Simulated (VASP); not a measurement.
# SrCo3 (Pm-3m) in VASP: further runs, part 2 of 2

VASP 6.6.1.

### 4 Single point, PBE, collinear spin, ferromagnetic start

File INCAR:

```
SYSTEM = SrCo3
PREC = Accurate
ENCUT = 520
EDIFF = 1E-7
ISMEAR = 0
SIGMA = 0.05
LREAL = .FALSE.
LASPH = .TRUE.
NELM = 150
ALGO = Normal
ISIF = 2
LWAVE = .FALSE.
LCHARG = .TRUE.
ISPIN = 2
MAGMOM = 0 1.5 1.5 1.5
LORBIT = 11
LMAXMIX = 4
GGA = PE
LELF = .TRUE.
LVHAR = .TRUE.
NBANDS = 30
```

File KPOINTS:

```
regular mesh
0
G
  8 8 8
  0 0 0
```

File POSCAR:

```
SrCo3
1.0
    4.0068273888      0.0000000000      0.0000000000
    0.0000000000      4.0068273888      0.0000000000
    0.0000000000      0.0000000000      4.0068273888
Sr Co
1 3
Direct
    0.0000000000      0.0000000000      0.0000000000
    0.0000000000      0.5000000000      0.5000000000
    0.5000000000      0.5000000000      0.0000000000
    0.5000000000      0.0000000000      0.5000000000
```

Potentials or basis: VASP PAW PBE potentials, release 64 (Sr_sv, Co).

On the command line:

```bash
> cat potpaw_PBE.64/Sr_sv/POTCAR potpaw_PBE.64/Co/POTCAR > POTCAR
> mpirun -np 1 vasp_std > vasp.out
```

OUTCAR:

```text
SYSTEM = SrCo3
   PREC = Accurate
   ENCUT = 520
   EDIFF = 1E-7
   ISMEAR = 0
   LREAL = .FALSE.
   LASPH = .TRUE.
   NELM = 150
   ISIF = 2
   ISPIN = 2
   LORBIT = 11
   GGA = PE

 ion  position               nearest neighbor table
   1  0.000  0.000  0.000-   2 2.83   3 2.83   4 2.83   2 2.83   4 2.83   2 2.83   3 2.83   2 2.83
                             3 2.83   4 2.83   4 2.83   3 2.83
   2  0.000  0.500  0.500-   1 2.83   3 2.83   4 2.83   1 2.83   3 2.83   1 2.83   4 2.83   1 2.83
                             3 2.83   4 2.83   3 2.83   4 2.83
   3  0.500  0.500  0.000-   1 2.83   2 2.83   4 2.83   2 2.83   4 2.83   1 2.83   4 2.83   4 2.83
                             1 2.83   2 2.83   2 2.83   1 2.83
   4  0.500  0.000  0.500-   1 2.83   2 2.83   3 2.83   1 2.83   3 2.83   2 2.83   3 2.83   3 2.83
                             1 2.83   2 2.83   1 2.83   2 2.83

  LATTYP: Found a simple cubic cell.
 ALAT       =     4.0068273888

  Lattice vectors:

 A1 = (   4.0068273888,   0.0000000000,   0.0000000000)
 A2 = (   0.0000000000,   4.0068273888,   0.0000000000)
 A3 = (   0.0000000000,   0.0000000000,   4.0068273888)

Analysis of symmetry for initial positions (statically):
[... 1795 lines left out ...]
  --------------------------------------------------------------------------------------
  -------------------------------------------------------------------------------------
  Total        0.1551314      0.1551314      0.1551314      0.0000000     -0.0000000      0.0000000
  in kB        3.8637438      3.8637438      3.8637438      0.0000000     -0.0000000      0.0000000
  external PRESSURE =       3.8637438 kB  Pullay stress =       0.0000000 kB

 VOLUME and BASIS-vectors are now :
 -----------------------------------------------------------------------------
  energy-cutoff  :      520.00
  volume of cell :       64.33
      direct lattice vectors                 reciprocal lattice vectors
     4.006827389  0.000000000  0.000000000     0.249574015  0.000000000  0.000000000
     0.000000000  4.006827389  0.000000000     0.000000000  0.249574015  0.000000000
     0.000000000  0.000000000  4.006827389     0.000000000  0.000000000  0.249574015

 POSITION                                       TOTAL-FORCE (eV/Angst)
 -----------------------------------------------------------------------------------
      0.00000      0.00000      0.00000         0.000000      0.000000      0.000000
      0.00000      2.00341      2.00341         0.000000      0.000000      0.000000
      2.00341      2.00341      0.00000         0.000000      0.000000      0.000000
      2.00341      0.00000      2.00341         0.000000      0.000000      0.000000
 -----------------------------------------------------------------------------------
    total drift:                                0.000000      0.000000     -0.000000

  FREE ENERGIE OF THE ION-ELECTRON SYSTEM (eV)
  ---------------------------------------------------
  free  energy   TOTEN  =       -19.2426091357 eV

  energy  without entropy=      -19.2364637484  energy(sigma->0) =      -19.23953644

 total charge

# of ion       s       p       d       tot
------------------------------------------
    1        2.075   5.767   0.487   8.329
    2        0.426   0.257   7.287   7.971
    3        0.426   0.257   7.287   7.971
    4        0.426   0.257   7.287   7.971
--------------------------------------------------
tot          3.354   6.540  22.348  32.242

 magnetization (x)

# of ion       s       p       d       tot
------------------------------------------
    1       -0.005  -0.024  -0.084  -0.114
    2       -0.010  -0.018   1.524   1.495
    3       -0.010  -0.018   1.524   1.495
    4       -0.010  -0.018   1.524   1.495
--------------------------------------------------
tot         -0.036  -0.079   4.488   4.373
```

OSZICAR:

```text
N       E                     dE             d eps       ncg     rms          rms(c)
DAV:   1     0.277615996118E+03    0.27762E+03   -0.16345E+04  4200   0.145E+03
DAV:   2    -0.407661328071E+01   -0.28169E+03   -0.26548E+03  4230   0.322E+02
DAV:   3    -0.230118349254E+02   -0.18935E+02   -0.17747E+02  4940   0.980E+01
DAV:   4    -0.238507941210E+02   -0.83896E+00   -0.83368E+00  6266   0.163E+01
DAV:   5    -0.238665240781E+02   -0.15730E-01   -0.15717E-01  5488   0.203E+00    0.626E+01
DAV:   6    -0.316134559551E+02   -0.77469E+01   -0.78835E+01  5134   0.114E+02    0.382E+01
DAV:   7    -0.194568081257E+02    0.12157E+02   -0.79982E+01  4710   0.772E+01    0.174E+01
DAV:   8    -0.193016885665E+02    0.15512E+00   -0.20187E+00  5568   0.105E+01    0.111E+01
DAV:   9    -0.192807243335E+02    0.20964E-01   -0.12805E-01  6340   0.260E+00    0.610E+00
DAV:  10    -0.192461022443E+02    0.34622E-01   -0.48561E-02  5072   0.253E+00    0.240E+00
DAV:  11    -0.192423448632E+02    0.37574E-02   -0.16924E-02  5874   0.131E+00    0.634E-01
DAV:  12    -0.192426949229E+02   -0.35006E-03   -0.14260E-03  5300   0.295E-01    0.392E-01
DAV:  13    -0.192426392883E+02    0.55635E-04   -0.21524E-04  5980   0.159E-01    0.251E-01
DAV:  14    -0.192426137363E+02    0.25552E-04   -0.97881E-05  6096   0.877E-02    0.123E-01
DAV:  15    -0.192426101418E+02    0.35945E-05   -0.13727E-05  5876   0.399E-02    0.624E-02
DAV:  16    -0.192426094189E+02    0.72287E-06   -0.28664E-06  5758   0.161E-02    0.300E-02
DAV:  17    -0.192426091563E+02    0.26264E-06   -0.44872E-07  4748   0.514E-03    0.826E-03
DAV:  18    -0.192426091357E+02    0.20533E-07   -0.10502E-07  2620   0.406E-03
   1 F= -.19242609E+02 E0= -.19239536E+02  d E =-.614539E-02  mag=     4.1541
```

stdout:

```text
POSCAR found type information on POSCAR SrCo
 POSCAR found :  2 types and       4 ions
 scaLAPACK will be used
 LDA part: xc-table for (Slater+PW92), standard interpolation
 POSCAR, INCAR and KPOINTS ok, starting setup
 FFT: planning ... GRIDC
 FFT: planning ... GRID_SOFT
 FFT: planning ... GRID
 WAVECAR not read
 entering main loop
```

Wall time 67 s (1 thread of AMD EPYC 9R45 (Zen 5), shared host); peak memory 0.22 GiB.

What came out:

- Free energy: -19.2426 eV
- Pressure: 0.4 GPa
- Net moment: 4.15 μB per cell
- Site moments: Sr -0.11; Co +1.50 μB
- Valence electrons inside the program's atomic spheres: Sr 8.33; Co 7.97

### 5 Single point, PBE, collinear spin, ferromagnetic start

File INCAR:

```
  PREC = Accurate
  ENCUT = 520
  EDIFF = 1E-7
  ISMEAR = -5
  SIGMA = 0.1
  LREAL = False
  LASPH = True
  NELM = 150
  ALGO = Normal
  ISIF = 2
  LWAVE = False
  LCHARG = True
  ISPIN = 2
  MAGMOM = 0 1.5 1.5 1.5
  LORBIT = 11
  LMAXMIX = 4
  GGA = PE
  LELF = True
  LVHAR = True
  NBANDS = 30
```

File KPOINTS:

```
Automatic mesh
0
Gamma
  8 8 8
```

POSCAR is that of step 4.

On the command line:

```bash
> cat potpaw_PBE.64/Sr_sv/POTCAR potpaw_PBE.64/Co/POTCAR > POTCAR
> mpirun -np 1 vasp_std > vasp.out
```

Run time: 75 s. Hardware: 1 thread of AMD EPYC 9R45 (Zen 5), shared host; peak memory 0.23 GiB.

Results (log left out):

```
Free energy                                           : -19.2338 eV
Pressure                                              : 0.6 GPa
Net moment                                            : 4.23 μB per cell
Site moments                                          : Sr -0.11; Co +1.51 μB
Valence electrons inside the program's atomic spheres : Sr 8.33; Co 7.97
```

Levels at points of the mesh, in eV from the Fermi level:
Spin up:
```
           k point  band 17  band 18  band 19  band 20  band 21  band 22  band 23  band 24
(0.00, 0.00, 0.00)    -0.95    -0.67    -0.67    -0.67     3.05     3.05     3.26     3.26
(0.50, 0.00, 0.00)    -1.61    -1.31    -1.09    -1.09    -0.67     2.62     2.62     2.94
(0.50, 0.50, 0.00)    -1.72    -1.45    -1.27    -0.98    -0.28     1.06     1.06     3.89
(0.50, 0.50, 0.50)    -0.84    -0.84    -0.84    -0.38     1.60     1.60     1.60     2.43
```
Spin down:
| k point | band 14 | band 15 | band 16 | band 17 | band 18 | band 19 | band 20 | band 21 |
| --- | --- | --- | --- | --- | --- | --- | --- | --- |
| (0.00, 0.00, 0.00) | -0.42 | 0.61 | 0.61 | 0.79 | 0.79 | 0.79 | 1.07 | 3.27 |
| (0.50, 0.00, 0.00) | -0.87 | -0.06 | -0.06 | 0.02 | 0.10 | 0.27 | 0.72 | 0.79 |
| (0.50, 0.50, 0.00) | -0.57 | -0.43 | -0.16 | -0.02 | 0.11 | 0.13 | 0.13 | 0.14 |
| (0.50, 0.50, 0.50) | -0.21 | -0.14 | -0.14 | -0.14 | 0.85 | 0.85 | 0.85 | 2.32 |

Caveat: tetrahedron occupations give inexact forces and stress in metals.
